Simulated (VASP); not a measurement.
Set up this calculation in VASP 6.6.1, as the native input.

```yaml
Task: single point
Functional: PBE
Potentials_or_basis: VASP PAW PBE potentials, release 64 (Pt)
Cutoff: 520 eV
k_mesh: 18 × 18 × 6
Occupations: gaussian, width 0.1 eV
Spin: no spin polarisation
Dipole_correction: no
Further_INCAR_settings: ALGO = Normal; EDIFF = 1e-07; NBANDS = 28
```

The structure of Pt lies in POSCAR:

```
Pt
1.0
    2.7818645105      0.0000000000      0.0000000000
   -1.3909322553      2.4091653360      0.0000000000
    0.0000000000      0.0000000000      9.3641457500
Pt
4
Direct
    0.0000000000      0.0000000000      0.0000000000
    0.0000000000      0.0000000000      0.5000000000
    0.3333333333      0.6666666667      0.7500000000
    0.6666666667      0.3333333333      0.2500000000
```

One way to write it, as run:

INCAR

```
ALGO = Normal
EDIFF = 1E-7
ENCUT = 520
GGA = PE
ISIF = 2
ISMEAR = 0
LASPH = T
LCHARG = F
LREAL = F
LWAVE = F
NBANDS = 28
NELM = 100
PREC = Accurate
SIGMA = 0.1
```

KPOINTS

```
k-points
0
Gamma
  18 18 6
```

Potentials or basis: VASP PAW PBE potentials, release 64 (Pt).

Launch:

```bash
$ cat potpaw_PBE.64/Pt/POTCAR > POTCAR
$ mpirun -np 1 vasp_std > vasp.out
```

It gave:

```
Pressure               : -0.5 GPa
Band gap on the k mesh : zero (band 20 reaches 10.90 eV, above the bottom of band 21 at 9.63 eV)
```

Caveat: spin-orbit coupling is left out, which moves the levels of the heavy elements.

It took 2.9 min on 1 thread of Intel(R) Xeon(R) Platinum 8488C (Sapphire Rapids), on a shared host, peak memory 0.32 GiB.
